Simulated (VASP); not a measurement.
Input of a VASP 6.6.1 run:

File INCAR:

```
ALGO     = Normal         # electronic algorithm
EDIFF    = 1E-6           # SCF threshold, eV
ENCUT    = 520            # plane-wave cutoff, eV
GGA      = PE             # functional
ISIF     = 2              # what is computed and relaxed
ISMEAR   = -1             # smearing method
LASPH    = T              # aspherical terms in the spheres
LCHARG   = F              # write CHGCAR
LREAL    = F              # projectors in reciprocal space
LWAVE    = F              # write WAVECAR
NBANDS   = 42             # bands
NELM     = 80             # most SCF steps
PREC     = Accurate       # precision mode
SIGMA    = 0.05           # smearing width, eV
```

Contents of KPOINTS:

```
k-points
0
Gamma
  5 5 5
```

Contents of POSCAR:

```
BaCa3O4
1.0
    5.1420764296      0.0000000000      0.0000000000
    0.0000000000      5.1420764296      0.0000000000
    0.0000000000      0.0000000000      5.1420764296
Ba Ca O
1 3 4
Direct
    0.5000000000      0.5000000000      0.5000000000
    0.5000000000      0.0000000000      0.0000000000
    0.0000000000      0.5000000000      0.0000000000
    0.0000000000      0.0000000000      0.5000000000
    0.0000000000      0.5000000000      0.5000000000
    0.5000000000      0.0000000000      0.5000000000
    0.5000000000      0.5000000000      0.0000000000
    0.0000000000      0.0000000000      0.0000000000
```

Potentials or basis: VASP PAW PBE potentials, release 64 (Ba_sv, Ca_sv, O).

Launch:

```bash
$ cat potpaw_PBE.64/Ba_sv/POTCAR potpaw_PBE.64/Ca_sv/POTCAR potpaw_PBE.64/O/POTCAR > POTCAR
$ mpirun -np 1 vasp_std > vasp.out
```

(1) Estimate the band gap on the k mesh.

(2) What does it give for the pressure?

Results:

(1) 2.41 eV.

(2) -1.8 GPa.

Caveat: spin-orbit coupling is left out, which moves the levels of the heavy elements; an odd mesh through Γ misses points on the zone boundary, where band edges can lie.
